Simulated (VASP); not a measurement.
# LiCl (Fm-3m) in VASP: further runs

The runs below take LiCl through single point, with PBE.

All numbers are computed with VASP 6.6.1; they aren't measurements. Logs are shortened: lines on timing, memory, paths and dates and some standing lists are left out, and cuts for length are marked.

**1. The cell of the first run**

Symmetry: Fm-3m, No. 225, cubic system. The conventional cell has a = 5.025 Å, b = 5.025 Å, c = 5.025 Å, α = 90.00°, β = 90.00°, γ = 90.00°. Li (site symmetry m-3m) has 6 Cl at 2.51 Å within 3.3 Å. Cl (site symmetry m-3m) has 6 Li at 2.51 Å within 3.3 Å.

**2. Single point, PBE (15.86 Å³/atom)**

Input file INCAR:

```
SYSTEM = LiCl
  PREC = Accurate
  ENCUT = 750
  EDIFF = 1E-6
  ISMEAR = 0
  SIGMA = 0.01
  LREAL = .False.
  LASPH = .True.
  NELM = 120
  ALGO = Normal
  ISIF = 2
  LWAVE = .False.
  LCHARG = .True.
  GGA = PE
  LELF = .True.
  LVHAR = .True.
  NBANDS = 12
  GGA_COMPAT = .False.
```

Input file KPOINTS:

```
regular mesh
0
Gamma
  6 6 6
  0 0 0
```

Input file POSCAR:

```
LiCl
1.0
    0.0000000000      2.5126943770      2.5126943770
    2.5126943770      0.0000000000      2.5126943770
    2.5126943770      2.5126943770      0.0000000000
Li Cl
1 1
Direct
    0.0000000000      0.0000000000      0.0000000000
    0.5000000000      0.5000000000      0.5000000000
```

Potentials or basis: VASP PAW PBE potentials, release 64 (Li_sv, Cl).

Command:

```
$ cat potpaw_PBE.64/Li_sv/POTCAR potpaw_PBE.64/Cl/POTCAR > POTCAR
$ mpirun -np 1 vasp_std > vasp.out
```

OUTCAR:

```text
SYSTEM = LiCl
   PREC = Accurate
   ENCUT = 750
   EDIFF = 1E-6
   ISMEAR = 0
   LREAL = .False.
   LASPH = .True.
   NELM = 120
   ISIF = 2
   GGA = PE

 ion  position               nearest neighbor table
   1  0.000  0.000  0.000-   2 2.51   2 2.51   2 2.51   2 2.51   2 2.51   2 2.51
   2  0.500  0.500  0.500-   1 2.51   1 2.51   1 2.51   1 2.51   1 2.51   1 2.51

  LATTYP: Found a face centered cubic cell.
 ALAT       =     5.0253887540

  Lattice vectors:

 A1 = (   0.0000000000,   2.5126943770,   2.5126943770)
 A2 = (   2.5126943770,   0.0000000000,   2.5126943770)
 A3 = (   2.5126943770,   2.5126943770,   0.0000000000)

Analysis of symmetry for initial positions (statically):
=====================================================================
 Subroutine PRICEL returns:
 Original cell was already a primitive cell.

 Routine SETGRP: Setting up the symmetry group for a
 face centered cubic supercell.

 Subroutine GETGRP returns: Found 48 space group operations
 (whereof 48 operations were pure point group operations)
 out of a pool of 48 trial point group operations.

The static configuration has the point symmetry O_h .

Analysis of symmetry for dynamics (positions and initial velocities):
=====================================================================
 Subroutine PRICEL returns:
 Original cell was already a primitive cell.

 Routine SETGRP: Setting up the symmetry group for a
 face centered cubic supercell.

 Subroutine GETGRP returns: Found 48 space group operations
 (whereof 48 operations were pure point group operations)
 out of a pool of 48 trial point group operations.

The dynamic configuration has the point symmetry O_h .

 Subroutine INISYM returns: Found 48 space group operations
 (whereof 48 operations are pure point group operations),
 and found     1 'primitive' translations

----------------------------------------------------------------------------------------

                                     Primitive cell

  volume of cell :      31.7285

  direct lattice vectors                    reciprocal lattice vectors
     0.000000000  2.512694377  2.512694377    -0.198989580  0.198989580  0.198989580
     2.512694377  0.000000000  2.512694377     0.198989580 -0.198989580  0.198989580
     2.512694377  2.512694377  0.000000000     0.198989580  0.198989580 -0.198989580

  length of vectors
     3.553486466  3.553486466  3.553486466     0.344660064  0.344660064  0.344660064

  position of ions in fractional coordinates (direct lattice)
     0.000000000  0.000000000  0.000000000
     0.500000000  0.500000000  0.500000000

  ion indices of the primitive-cell ions
   primitive index   ion index
                 1           1
                 2           2

----------------------------------------------------------------------------------------

 KPOINTS: regular mesh

Automatic generation of k-mesh.
 Grid dimensions read from file:
 generate k-points for:    6    6    6

 Generating k-lattice:

  Cartesian coordinates                     Fractional coordinates (reciprocal lattice)
    -0.033164930  0.033164930  0.033164930     0.166666667  0.000000000  0.000000000
     0.033164930 -0.033164930  0.033164930     0.000000000  0.166666667  0.000000000
     0.033164930  0.033164930 -0.033164930     0.000000000  0.000000000  0.166666667

  Length of vectors
     0.057443344  0.057443344  0.057443344

  Shift w.r.t. Gamma in fractional coordinates (k-lattice)
     0.000000000  0.000000000  0.000000000

 Subroutine IBZKPT returns following result:
 ===========================================

 Found     16 irreducible k-points:

 Following reciprocal coordinates:
            Coordinates               Weight
  0.000000  0.000000  0.000000      1.000000
  0.166667  0.000000  0.000000      8.000000
  0.333333  0.000000  0.000000      8.000000
  0.500000  0.000000  0.000000      4.000000
  0.166667  0.166667  0.000000      6.000000
  0.333333  0.166667  0.000000     24.000000
[... 8 lines left out ...]
 -0.333333  0.333333  0.166667     24.000000
 -0.333333  0.500000  0.166667     12.000000
   k-points           NKPTS =     16   k-points in BZ     NKDIM =     16   number of bands    NBANDS=     12
   number of dos      NEDOS =    301   number of ions     NIONS =      2
   total plane-waves  NPLWV =  32768
   dimension x,y,z NGX =    32 NGY =   32 NGZ =   32
   dimension x,y,z NGXF=    64 NGYF=   64 NGZF=   64
   ions per type =               1   1
   NGX,Y,Z   is equivalent  to a cutoff of  14.97, 14.97, 14.97 a.u.
   NGXF,Y,Z  is equivalent  to a cutoff of  29.94, 29.94, 29.94 a.u.
 SYSTEM =  LiCl
   PREC   = accura    normal or accurate (medium, high low for compatibility)
   ISTART =      0    job   : 0-new  1-cont  2-samecut
   ICHARG =      2    charge: 1-file 2-atom 10-const
   ISPIN  =      1    spin polarized calculation?
   LNONCOLLINEAR =      F non collinear calculations
   LSORBIT =      F    spin-orbit coupling
   LASPH  =      T    aspherical Exc in radial PAW
   ENCUT  =  750.0 eV  55.12 Ry    7.42 a.u.   7.93  7.93  7.93*2*pi/ulx,y,z
   NELM   =    120;   NELMIN=  2; NELMDL= -5     # of ELM steps
   EDIFF  = 0.1E-05   stopping-criterion for ELM
   LREAL  =      F    real-space projection
   EDIFFG = 0.1E-04   stopping-criterion for IOM
   NSW    =      0    number of steps for IOM
   IBRION =     -1    ionic relax: 0-MD 1-quasi-New 2-CG
   NFREE  =      0    steps in history (QN), initial steepest desc. (CG)
   ISIF   =      2    stress and relaxation
   ISYM   =      2    0-nonsym 1-usesym 2-fastsym
   POTIM  = 0.5000    time-step for ionic-motion
   TEBEG  =    0.0;   TEEND  =   0.0 temperature during run
   PSTRESS=    0.0 pullay stress
   NELECT =      10.0000    total number of electrons
   NUPDOWN=      -1.0000    fix difference up-down
   EMIN   =  10.00;   EMAX   =-10.00  energy-range for DOS
   EFERMI =   0.00;   METHOD = LEGACY
   ISMEAR =     0;   SIGMA  =   0.01  broadening in eV -4-tet -1-fermi 0-gaus
   EFERMI_NEDOS =   21; number of points for ismear=-14 and -15
   IALGO  =     38    algorithm
   IMIX   =      4    mixing-type and parameters
     AMIX     =   0.40;   BMIX     =  1.00
     AMIX_MAG =   1.60;   BMIX_MAG =  1.00
  volume/ion in A,a.u.               =      15.86       107.06
  Fermi-wavevector in a.u.,A,eV,Ry     =   1.114103  2.105349 16.887884  1.241224
  Thomas-Fermi vector in A             =   2.250694
   LORBIT       =      0    0 simple, 1 ext, 2 COOP (PROOUT), +10 PAW based schemes
   GGA     = PE    functional components
   LHFCALC =     F    Hartree Fock is set to
   AEXX    =    0.0000 exact exchange contribution
   IVDW    =     0    specifies the selected vdW correction
   LEPSILON=     F    determine dielectric tensor
   LRPA    =     F    only Hartree local field effects (RPA)
 non-spin polarized calculation
 Gauss-broadening in eV      SIGMA  =   0.01
  energy-cutoff  :      750.00
  volume of cell :       31.73
 maximum number of plane-waves:      1492
   NGX = 15   NGY = 15   NGZ = 15

 number of electron      10.0000000 magnetization

 number of electron       9.9999999 magnetization

 Free energy of the ion-electron system (eV)
  ---------------------------------------------------
  ext. energy  EPLUGINS =         0.00000000
  ---------------------------------------------------
  free energy    TOTEN  =        -7.36481502 eV

  energy without entropy =       -7.36481502  energy(sigma->0) =       -7.36481502

 E-fermi :   1.2053     XC(G=0):  -8.9994

 val. band max:        1.0586002870   @ k =   0.0000   0.0000   0.0000
 cond. band min:       7.7618875165   @ k =   0.0000   0.0000   0.0000
 fundamental gap:      6.7032872295
 Fermi energy:         1.2053129879

 k-point     1 :       0.0000    0.0000    0.0000
  band No.  band energies     occupation
      1     -42.3563      2.00000
      2     -12.5660      2.00000
      3       1.0586      2.00000
      4       1.0586      2.00000
      5       1.0586      2.00000
      6       7.7619      0.00000
      7      13.0433      0.00000
      8      13.0433      0.00000
      9      13.0433      0.00000
     10      15.8506      0.00000
     11      15.8516      0.00000
     12      15.9610      0.00000

 k-point     2 :       0.1667    0.0000    0.0000
  band No.  band energies     occupation
      1     -42.3554      2.00000
      2     -12.4175      2.00000
      3       0.1246      2.00000
      4       0.9813      2.00000
      5       0.9813      2.00000
      6       8.4262      0.00000
      7      12.0931      0.00000
      8      12.6621      0.00000
      9      12.6621      0.00000
     10      14.3826      0.00000
     11      14.3826      0.00000
     12      16.6147      0.00000

 k-point     3 :       0.3333    0.0000    0.0000
  band No.  band energies     occupation
      1     -42.3535      2.00000
      2     -12.0910      2.00000
      3      -1.3621      2.00000
      4       0.8398      2.00000
      5       0.8398      2.00000
      6       8.2484      0.00000
      7      11.1491      0.00000
      8      11.1491      0.00000
      9      13.2308      0.00000
     10      16.3427      0.00000
     11      16.3427      0.00000
     12      17.4686      0.00000
[... 166 lines left out ...]
 k-point    15 :      -0.3333    0.3333    0.1667
  band No.  band energies     occupation
      1     -42.3517      2.00000
      2     -11.7036      2.00000
      3      -1.5423      2.00000
      4      -0.8594      2.00000
      5       0.1893      2.00000
      6      10.1149      0.00000
      7      10.5462      0.00000
      8      12.2072      0.00000
      9      12.5312      0.00000
     10      16.5800      0.00000
     11      17.5320      0.00000
     12      19.8727      0.00000

 k-point    16 :      -0.3333    0.5000    0.1667
  band No.  band energies     occupation
      1     -42.3514      2.00000
      2     -11.6276      2.00000
      3      -1.7308      2.00000
      4      -0.7748      2.00000
      5      -0.1210      2.00000
      6       9.9553      0.00000
      7      10.5123      0.00000
      8      12.6541      0.00000
      9      12.8481      0.00000
     10      16.4596      0.00000
     11      18.6890      0.00000
     12      20.0187      0.00000

------------------------ aborting loop because EDIFF is reached ----------------------------------------

  FORCE on cell =-STRESS in cart. coord.  units (eV):
  Direction    XX          YY          ZZ          XY          YZ          ZX
  --------------------------------------------------------------------------------------
  -------------------------------------------------------------------------------------
  Total        0.5223779      0.5223779      0.5223779     -0.0000000     -0.0000000      0.0000000
  in kB       26.3782743     26.3782743     26.3782743     -0.0000000     -0.0000000      0.0000000
  external PRESSURE =      26.3782743 kB  Pullay stress =       0.0000000 kB

 VOLUME and BASIS-vectors are now :
 -----------------------------------------------------------------------------
  energy-cutoff  :      750.00
  volume of cell :       31.73
      direct lattice vectors                 reciprocal lattice vectors
     0.000000000  2.512694377  2.512694377    -0.198989580  0.198989580  0.198989580
     2.512694377  0.000000000  2.512694377     0.198989580 -0.198989580  0.198989580
     2.512694377  2.512694377  0.000000000     0.198989580  0.198989580 -0.198989580

 POSITION                                       TOTAL-FORCE (eV/Angst)
 -----------------------------------------------------------------------------------
      0.00000      0.00000      0.00000         0.000000     -0.000000      0.000000
      2.51269      2.51269      2.51269        -0.000000      0.000000     -0.000000
 -----------------------------------------------------------------------------------
    total drift:                               -0.000000     -0.000000      0.000000

  FREE ENERGIE OF THE ION-ELECTRON SYSTEM (eV)
  ---------------------------------------------------
  free  energy   TOTEN  =        -7.3648150222 eV

  energy  without entropy=       -7.3648150222  energy(sigma->0) =       -7.36481502
```

Run time: 4 s. Hardware: 1 thread of Intel Xeon 6975P-C (Granite Rapids), shared host; peak memory 0.16 GiB.

What came out:

- Free energy: -7.3648 eV
- Pressure: 2.6 GPa
- Band gap on the k mesh: 6.70 eV

Levels at points of the mesh, in eV from the valence-band top:
```
           k point  band 3  band 4  band 5  band 6  band 7  band 8
(0.00, 0.00, 0.00)    0.00    0.00    0.00    6.70   11.98   11.98
(0.50, 0.00, 0.00)   -3.07   -0.28   -0.28    6.82    9.52    9.52
(0.50, 0.50, 0.00)   -3.18   -1.22   -1.22    8.01    8.19   12.98
```

A k mesh can miss the band edges.

[end of part 1 of 2]
